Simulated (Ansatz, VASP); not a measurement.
Given: the input of a run of Ansatz 0.2.0 on C.

Contents of input.yaml:

```yaml
crystal:
  lattice:
    - [0.0, 1.7951807415, 1.7951807415]
    - [1.7951807415, 0.0, 1.7951807415]
    - [1.7951807415, 1.7951807415, 0.0]
  atoms:
    - { symbol: C, position: [0.75, 0.75, 0.75] }
    - { symbol: C, position: [0.5, 0.5, 0.5] }
hamiltonian:
  xc: pbe0
  pseudopotentials: { kind: paw }
kpoints:
  mp_grid: { grid: [7, 7, 7] }
scf:
  occupations: { method: fermi_dirac, width: 0.05 }
output:
  forces: true
  stress: true
  eigenvalues: true
```

Potentials or basis: Ansatz PAW.

Command:

```bash
$ ansatz run input.yaml --threads 2 --pin off --max-ram 5632MiB --backend cpu --events-out ev --progress --plain --runs-dir out
```

Task: Translate it to VASP 6.6.1. Potentials there: VASP PAW PBE potentials, release 64 (C).

Result: As run (the cutoff follows the program's own potentials):

Contents of POSCAR:

```
C
1.0
    0.0000000000      1.7951807415      1.7951807415
    1.7951807415      0.0000000000      1.7951807415
    1.7951807415      1.7951807415      0.0000000000
C
2
Direct
    0.7500000000      0.7500000000      0.7500000000
    0.5000000000      0.5000000000      0.5000000000
```

Contents of INCAR.step1:

```
SYSTEM = C
PREC = Accurate ; ENCUT = 520
EDIFF = 1E-5 ; ISMEAR = -1
SIGMA = 0.05 ; LREAL = .FALSE.
LASPH = .TRUE. ; NELM = 80
ALGO = Normal ; ISIF = 2
LWAVE = .TRUE. ; GGA = PE
NBANDS = 11
```

INCAR.step2

```
SYSTEM = C
PREC = Accurate ; ENCUT = 520
EDIFF = 1E-7 ; ISMEAR = -1
SIGMA = 0.05 ; LREAL = .FALSE.
LASPH = .TRUE. ; NELM = 80
ALGO = Normal ; ISIF = 2
LWAVE = .FALSE. ; LCHARG = .TRUE.
GGA = PE ; LHFCALC = .TRUE.
AEXX = 0.25 ; PRECFOCK = Normal
LELF = .TRUE. ; LVHAR = .TRUE.
ISTART = 1 ; NBANDS = 11
```

Contents of KPOINTS:

```
regular mesh
0
G
  7 7 7
  0 0 0
```

Potentials or basis: VASP PAW PBE potentials, release 64 (C).

Launch:

```sh
$ cat potpaw_PBE.64/C/POTCAR > POTCAR
$ cp INCAR.step1 INCAR
$ mpirun -np 1 vasp_std > vasp.out
$ cp INCAR.step2 INCAR
$ mpirun -np 1 vasp_std > vasp.out
```

Both were run:

|  | VASP | Ansatz | Ansatz less VASP |
| --- | --- | --- | --- |
| gap on the k mesh at the Fermi level (eV) | 6.13 | 6.12 | -0.013 |
| least direct gap on the mesh (eV) | 7.67 | 7.65 | -0.020 |
| pressure (GPa) | -16.0 | -16.6 | -0.68 |

The functional is the same, so the differences come from potentials, cutoffs and numerics.

The k mesh is coarse, so the values compare programs but aren't converged. Noted on Ansatz's run: odd divisions of the mesh miss points on the zone boundary, where band edges often lie, so the gap on the mesh can be too wide.
